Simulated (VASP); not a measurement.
# AlN (I4/mmm) in VASP: single point with HSE06

Aim: the single point of AlN with HSE06.

Program: VASP 6.6.1. These are calculated values, not measurements. Logs are shortened: lines on timing, memory, paths and dates and some standing lists are left out, and cuts for length are marked.

## Step 1: The cell of the first run

The structure is tetragonal, space group I4/mmm (No. 139). Conventional cell: a = 2.855 Å, b = 2.855 Å, c = 3.912 Å, α = 90.00°, β = 90.00°, γ = 90.00°. Al (site symmetry 4/mmm) has 6 N at 1.96 to 2.02 Å within 2.6 Å. Within 2.6 Å of N (site symmetry 4/mmm) lie 6 Al at 1.96 to 2.02 Å.

## Step 2: Single point, HSE06 (uniaxial z strain -3.1%)

File POSCAR:

```
AlN
1.0
    0.0000000000      2.0188684454      1.9560816368
    2.0188684454      0.0000000000      1.9560816368
    2.0188684454      2.0188684454      0.0000000000
Al N
1 1
Direct
    0.0000000000      0.0000000000      0.0000000000
    0.5000000000      0.5000000000      0.5000000000
```

File INCAR.step1:

```
ALGO = Normal ; EDIFF = 1E-5
ENCUT = 520 ; GGA = PE
ISIF = 2 ; ISMEAR = 0
LASPH = T ; LCHARG = F
LREAL = F ; LWAVE = T
NBANDS = 11 ; NELM = 100
PREC = Accurate ; SIGMA = 0.01
```

File INCAR.step2:

```
ALGO = Normal ; EDIFF = 1E-6
ENCUT = 520 ; GGA = PE
HFSCREEN = 0.2079 ; ISIF = 2
ISMEAR = 0 ; ISTART = 1
LASPH = T ; LCHARG = F
LHFCALC = T ; LREAL = F
LWAVE = F ; NBANDS = 11
NELM = 100 ; PREC = Accurate
PRECFOCK = Normal ; SIGMA = 0.01
```

File KPOINTS:

```
k-points
0
Gamma
  8 8 8
```

Potentials or basis: VASP PAW PBE potentials, release 64 (Al, N).

Run with:

```console
$ cat potpaw_PBE.64/Al/POTCAR potpaw_PBE.64/N/POTCAR > POTCAR
$ cp INCAR.step1 INCAR
$ mpirun -np 1 vasp_std > vasp.out
$ cp INCAR.step2 INCAR
$ mpirun -np 1 vasp_std > vasp.out
```

OUTCAR:

```text
EDIFF = 1E-6
   ENCUT = 520
   GGA = PE
   HFSCREEN = 0.2079
   ISIF = 2
   ISMEAR = 0
   ISTART = 1
   LASPH = T
   LHFCALC = T
   LREAL = F
   NELM = 100
   PREC = Accurate
   PRECFOCK = Normal

 ion  position               nearest neighbor table
   1  0.000  0.000  0.000-   2 1.96   2 1.96   2 2.02   2 2.02   2 2.02   2 2.02
   2  0.500  0.500  0.500-   1 1.96   1 1.96   1 2.02   1 2.02   1 2.02   1 2.02

  LATTYP: Found a body centered tetragonal cell.
 ALAT       =     2.8551111361
 C/A-ratio  =     1.3702315206

  Lattice vectors:

 A1 = (   0.0000000000,  -2.0188684454,  -1.9560816368)
 A2 = (   0.0000000000,   2.0188684454,  -1.9560816368)
 A3 = (   2.0188684454,   0.0000000000,   1.9560816368)

Analysis of symmetry for initial positions (statically):
=====================================================================
 Subroutine PRICEL returns:
 Original cell was already a primitive cell.

 Routine SETGRP: Setting up the symmetry group for a
 body centered tetragonal supercell.

 Subroutine GETGRP returns: Found 16 space group operations
 (whereof 16 operations were pure point group operations)
 out of a pool of 16 trial point group operations.

The static configuration has the point symmetry D_4h.

Analysis of symmetry for dynamics (positions and initial velocities):
=====================================================================
 Subroutine PRICEL returns:
 Original cell was already a primitive cell.

 Routine SETGRP: Setting up the symmetry group for a
 body centered tetragonal supercell.

 Subroutine GETGRP returns: Found 16 space group operations
 (whereof 16 operations were pure point group operations)
 out of a pool of 16 trial point group operations.

The dynamic configuration has the point symmetry D_4h.

 Subroutine INISYM returns: Found 16 space group operations
 (whereof 16 operations are pure point group operations),
 and found     1 'primitive' translations

----------------------------------------------------------------------------------------

                                     Primitive cell

  volume of cell :      15.9453

  direct lattice vectors                    reciprocal lattice vectors
     0.000000000  2.018868445  1.956081637    -0.247663488  0.247663488  0.255613053
     2.018868445  0.000000000  1.956081637     0.247663488 -0.247663488  0.255613053
     2.018868445  2.018868445  0.000000000     0.247663488  0.247663488 -0.255613053

  length of vectors
     2.811064775  2.811064775  2.855111136     0.433604012  0.433604012  0.433604012

  position of ions in fractional coordinates (direct lattice)
     0.000000000  0.000000000  0.000000000
     0.500000000  0.500000000  0.500000000

  ion indices of the primitive-cell ions
   primitive index   ion index
                 1           1
                 2           2

----------------------------------------------------------------------------------------

 KPOINTS: k-points

Automatic generation of k-mesh.
 Grid dimensions read from file:
 generate k-points for:    8    8    8

 Generating k-lattice:

  Cartesian coordinates                     Fractional coordinates (reciprocal lattice)
    -0.030957936  0.030957936  0.031951632     0.125000000 -0.000000000  0.000000000
     0.030957936 -0.030957936  0.031951632    -0.000000000  0.125000000  0.000000000
     0.030957936  0.030957936 -0.031951632     0.000000000  0.000000000  0.125000000

  Length of vectors
     0.054200501  0.054200501  0.054200501

  Shift w.r.t. Gamma in fractional coordinates (k-lattice)
     0.000000000  0.000000000  0.000000000

 Subroutine IBZKPT returns following result:
 ===========================================

 Found     59 irreducible k-points:

 Following reciprocal coordinates:
            Coordinates               Weight
  0.000000  0.000000  0.000000      1.000000
  0.125000 -0.000000  0.000000      8.000000
  0.250000 -0.000000  0.000000      8.000000
  0.375000 -0.000000  0.000000      8.000000
  0.500000 -0.000000  0.000000      4.000000
  0.125000  0.125000  0.000000      2.000000
[... 16 lines left out ...]
  0.250000 -0.000000  0.125000     16.000000
  0.375000 -0.000000  0.125000     16.000000
 [... further k-points ...]
   k-points           NKPTS =     59   k-points in BZ     NKDIM =    512   number of bands    NBANDS=     11
   number of dos      NEDOS =    301   number of ions     NIONS =      2
   total plane-waves  NPLWV =  13824
   dimension x,y,z NGX =    24 NGY =   24 NGZ =   24
   dimension x,y,z NGXF=    48 NGYF=   48 NGZF=   48
   ions per type =               1   1
   NGX,Y,Z   is equivalent  to a cutoff of  14.19, 14.19, 13.97 a.u.
   NGXF,Y,Z  is equivalent  to a cutoff of  28.39, 28.39, 27.95 a.u.
 SYSTEM =  unknown system
   PREC   = accura    normal or accurate (medium, high low for compatibility)
   ISTART =      1    job   : 0-new  1-cont  2-samecut
   ICHARG =      0    charge: 1-file 2-atom 10-const
   ISPIN  =      1    spin polarized calculation?
   LNONCOLLINEAR =      F non collinear calculations
   LSORBIT =      F    spin-orbit coupling
   LASPH  =      T    aspherical Exc in radial PAW
   ENCUT  =  520.0 eV  38.22 Ry    6.18 a.u.   5.23  5.23  5.31*2*pi/ulx,y,z
   NELM   =    100;   NELMIN=  2; NELMDL=  0     # of ELM steps
   EDIFF  = 0.1E-05   stopping-criterion for ELM
   LREAL  =      F    real-space projection
   EDIFFG = 0.1E-04   stopping-criterion for IOM
   NSW    =      0    number of steps for IOM
   IBRION =     -1    ionic relax: 0-MD 1-quasi-New 2-CG
   NFREE  =      0    steps in history (QN), initial steepest desc. (CG)
   ISIF   =      2    stress and relaxation
   ISYM   =      3    0-nonsym 1-usesym 2-fastsym
   POTIM  = 0.5000    time-step for ionic-motion
   TEBEG  =    0.0;   TEEND  =   0.0 temperature during run
   PSTRESS=    0.0 pullay stress
   NELECT =       8.0000    total number of electrons
   NUPDOWN=      -1.0000    fix difference up-down
   EMIN   =  10.00;   EMAX   =-10.00  energy-range for DOS
   EFERMI =   0.00;   METHOD = LEGACY
   ISMEAR =     0;   SIGMA  =   0.01  broadening in eV -4-tet -1-fermi 0-gaus
   EFERMI_NEDOS =   21; number of points for ismear=-14 and -15
   IALGO  =     38    algorithm
   IMIX   =      1    mixing-type and parameters
     AMIX     =   0.40;   BMIX     =  1.00
     AMIX_MAG =   1.60;   BMIX_MAG =  1.00
  volume/ion in A,a.u.               =       7.97        53.80
  Fermi-wavevector in a.u.,A,eV,Ry     =   1.300850  2.458250 23.023918  1.692210
  Thomas-Fermi vector in A             =   2.432022
   LORBIT       =      0    0 simple, 1 ext, 2 COOP (PROOUT), +10 PAW based schemes
   GGA     = PE    functional components
   LHFCALC =     T    Hartree Fock is set to
   PRECFOCK=normal    Normal, Fast or Accurate (Low or Medium for compatibility)
   ENCUT4O =  -1.0   cutoff for four orbital integrals eV
   NKREDX  =     1    reduce k-point grid by
   NKREDY  =     1    reduce k-point grid by
   NKREDZ  =     1    reduce k-point grid by
   AEXX    =    0.2500 exact exchange contribution
   HFSCREEN=    0.2079 screening length (either q_TF or 0.3 A-1)
   HFSCREENC=   0.2079 screening length for correlation (either q_TF or 0.3 A-1)
   ENCUTFOCK=  -1.0 apply spherical cutoff to Coloumb kernel
   IVDW    =     0    specifies the selected vdW correction
   LEPSILON=     F    determine dielectric tensor
   LRPA    =     F    only Hartree local field effects (RPA)
 non-spin polarized calculation
 Gauss-broadening in eV      SIGMA  =   0.01
  energy-cutoff  :      520.00
  volume of cell :       15.95
 maximum number of plane-waves:       444
 NGX is ok and might be reduce to    24
  NGX = 16; NGY = 16; NGZ = 16

 number of electron       7.9999999 magnetization

 Free energy of the ion-electron system (eV)
  ---------------------------------------------------
  ext. energy  EPLUGINS =         0.00000000
  ---------------------------------------------------
  free energy    TOTEN  =       -17.11183650 eV

  energy without entropy =      -17.11183650  energy(sigma->0) =      -17.11183650

 E-fermi :   9.7668     XC(G=0): -10.1851

 val. band max:        9.6512031990   @ k =   0.0000   0.0000   0.0000
 cond. band min:      15.7170910203   @ k =   0.5000   0.5000   0.0000
 fundamental gap:      6.0658878213
 Fermi energy:         9.7668065320

 k-point     1 :       0.0000    0.0000    0.0000
  band No.  band energies     occupation
      1     -10.0048      2.00000
      2       9.3697      2.00000
      3       9.6512      2.00000
      4       9.6512      2.00000
      5      17.3076      0.00000
      6      23.3687      0.00000
      7      23.3687      0.00000
      8      23.8088      0.00000
      9      28.8052      0.00000
     10      29.0072      0.00000
     11      30.1505      0.00000

 k-point     2 :       0.1250   -0.0000    0.0000
  band No.  band energies     occupation
      1      -9.6502      2.00000
      2       7.9307      2.00000
      3       9.2929      2.00000
      4       9.4098      2.00000
      5      18.1648      0.00000
      6      22.3349      0.00000
      7      23.8174      0.00000
      8      24.1628      0.00000
      9      27.2771      0.00000
     10      28.0651      0.00000
     11      30.2916      0.00000

 k-point     3 :       0.2500   -0.0000    0.0000
  band No.  band energies     occupation
      1      -8.6407      2.00000
      2       4.7693      2.00000
      3       8.8810      2.00000
      4       8.8891      2.00000
      5      18.2651      0.00000
      6      22.8658      0.00000
      7      23.4733      0.00000
      8      24.2210      0.00000
      9      27.8904      0.00000
     10      28.0238      0.00000
     11      29.3446      0.00000

 k-point     4 :       0.3750   -0.0000    0.0000
  band No.  band energies     occupation
      1      -7.2332      2.00000
      2       1.7482      2.00000
      3       8.4347      2.00000
      4       8.5214      2.00000
      5      17.5796      0.00000
      6      22.4758      0.00000
      7      23.3037      0.00000
      8      24.7680      0.00000
      9      28.3179      0.00000
     10      30.7674      0.00000
     11      30.8298      0.00000

 k-point     5 :       0.5000   -0.0000    0.0000
  band No.  band energies     occupation
      1      -6.3776      2.00000
      2       0.3145      2.00000
      3       8.2618      2.00000
      4       8.3835      2.00000
      5      17.3113      0.00000
      6      22.0900      0.00000
      7      22.9218      0.00000
      8      25.6391      0.00000
      9      28.0215      0.00000
     10      32.8505      0.00000
     11      32.9553      0.00000
[... 211 lines left out ...]
 k-point    21 :       0.5000    0.5000    0.0000
  band No.  band energies     occupation
      1      -5.0850      2.00000
      2       1.3912      2.00000
      3       6.2401      2.00000
      4       6.2401      2.00000
      5      15.7171      0.00000
      6      15.9113      0.00000
      7      26.5299      0.00000
      8      29.4349      0.00000
      9      29.4349      0.00000
     10      35.3532      0.00000
     11      39.2446      0.00000

 k-point    22 :       0.1250    0.0000    0.1250
  band No.  band energies     occupation
      1      -9.5440      2.00000
      2       8.1728      2.00000
      3       8.7573      2.00000
      4       9.0875      2.00000
      5      18.6494      0.00000
      6      21.1922      0.00000
      7      24.5685      0.00000
      8      24.7408      0.00000
      9      25.0072      0.00000
     10      30.3572      0.00000
     11      31.6483      0.00000

 k-point    23 :       0.2500   -0.0000    0.1250
  band No.  band energies     occupation
      1      -8.7644      2.00000
      2       5.8027      2.00000
      3       8.3263      2.00000
      4       8.5380      2.00000
      5      19.2857      0.00000
      6      20.8611      0.00000
      7      22.8376      0.00000
      8      25.2536      0.00000
      9      26.3452      0.00000
     10      30.0042      0.00000
     11      31.7621      0.00000

 k-point    24 :       0.3750   -0.0000    0.1250
  band No.  band energies     occupation
      1      -7.4762      2.00000
      2       2.8747      2.00000
      3       7.7157      2.00000
      4       8.0480      2.00000
      5      18.6783      0.00000
      6      21.5070      0.00000
      7      23.0647      0.00000
      8      24.4612      0.00000
      9      28.5295      0.00000
     10      30.9543      0.00000
     11      31.9292      0.00000

 [... further k-points ...]

------------------------ aborting loop because EDIFF is reached ----------------------------------------

  FORCE on cell =-STRESS in cart. coord.  units (eV):
  Direction    XX          YY          ZZ          XY          YZ          ZX
  --------------------------------------------------------------------------------------
  -------------------------------------------------------------------------------------
  Total        0.4504392      0.4504392      1.5920924      0.0000000     -0.0000000      0.0000000
  in kB       45.2599137     45.2599137    159.9726872      0.0000000     -0.0000000      0.0000000
  external PRESSURE =      83.4975049 kB  Pullay stress =       0.0000000 kB

 VOLUME and BASIS-vectors are now :
 -----------------------------------------------------------------------------
  energy-cutoff  :      520.00
  volume of cell :       15.95
      direct lattice vectors                 reciprocal lattice vectors
     0.000000000  2.018868445  1.956081637    -0.247663488  0.247663488  0.255613053
     2.018868445  0.000000000  1.956081637     0.247663488 -0.247663488  0.255613053
     2.018868445  2.018868445  0.000000000     0.247663488  0.247663488 -0.255613053

 POSITION                                       TOTAL-FORCE (eV/Angst)
 -----------------------------------------------------------------------------------
      0.00000      0.00000      0.00000         0.000000      0.000000      0.000000
      2.01887      2.01887      1.95608         0.000000      0.000000     -0.000000
 -----------------------------------------------------------------------------------
    total drift:                                0.000000     -0.000000     -0.000000

  FREE ENERGIE OF THE ION-ELECTRON SYSTEM (eV)
  ---------------------------------------------------
  free  energy   TOTEN  =       -17.1118365017 eV

  energy  without entropy=      -17.1118365017  energy(sigma->0) =      -17.11183650
```

Wall time 42 min (1 thread of Intel Xeon 8259CL, shared host); peak memory 0.26 GiB.

Results:

```
Free energy            : -17.1118 eV
Pressure               : 8.3 GPa
Band gap on the k mesh : 6.07 eV (least direct gap 7.66 eV)
```

Stress tensor (GPa, compression positive):
```
 4.53  0.00  0.00
 0.00  4.53  0.00
 0.00  0.00 16.00
```

Caveat: the cell differs from its parent crystal (uniaxial z strain -3.1%); the stress differs along the axes, from 5 to 16 GPa; the structure was generated, so it needn't be the stable form of AlN; the PAW data sets were made with another functional, which shifts forces and pressure a little. A k mesh can miss the band edges.
